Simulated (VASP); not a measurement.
Set up this calculation in VASP 6.6.1, as the native input.

```
Task                   : single point
Functional             : LDA
Potentials or basis    : VASP PAW LDA potentials, release 64 (Al, Ru_pv)
Cutoff                 : 400 eV
k mesh                 : 1 × 1 × 16
Occupations            : gaussian, width 0.05 eV
Spin                   : no spin polarisation
Dipole correction      : no
Mended                 : yes
Further INCAR settings : ALGO = Normal; EDIFF = 1e-06; NBANDS = 63
```

The structure of AlRu lies in POSCAR:

```
AlRu
1.0
   12.6000000000      0.0000000000      0.0000000000
    0.0000000000     13.5000000000      0.0000000000
    0.0000000000      0.0000000000      4.9587388098
Al Ru
6 6
Direct
    0.3718745000      0.3244653912      0.0038982702
    0.3718745000      0.6755346088      0.0038982702
    0.6265640238      0.5000000000      0.0256598355
    0.5621621540      0.3218089493      0.2712300057
    0.5621621540      0.6781910507      0.2712300057
    0.4163666393      0.5000000000      0.7713862589
    0.4327428741      0.5000000000      0.2674866300
    0.3806191731      0.3468712368      0.4988929066
    0.3806191731      0.6531287632      0.4988929066
    0.6020999478      0.5000000000      0.5121866188
    0.5500198586      0.3535713732      0.7709524792
    0.5500198586      0.6464286268      0.7709524792
```

One way to write it, as run:

INCAR

```
ALGO = Normal
EDIFF = 1E-6
ENCUT = 400
GGA = CA
GGA_COMPAT = F
ISIF = 2
ISMEAR = 0
LASPH = T
LCHARG = F
LREAL = F
LWAVE = F
NBANDS = 63
NELM = 120
PREC = Accurate
SIGMA = 0.05
```

KPOINTS

```
k-points
0
Gamma
  1 1 16
```

Potentials or basis: VASP PAW LDA potentials, release 64 (Al, Ru_pv).

Launch:

```sh
$ cat potpaw_LDA.64/Al/POTCAR potpaw_LDA.64/Ru_pv/POTCAR > POTCAR
$ mpirun -np 1 vasp_std > vasp.out
```

Results of the run:

```
Largest force          : 0.354 eV/Å
Band gap on the k mesh : zero (bands 51 and 52 overlap by 0.24 eV)
```

Wall time 13 min on 1 thread of Intel(R) Xeon(R) Platinum 8488C (Sapphire Rapids) (shared host), peak memory 0.53 GiB.
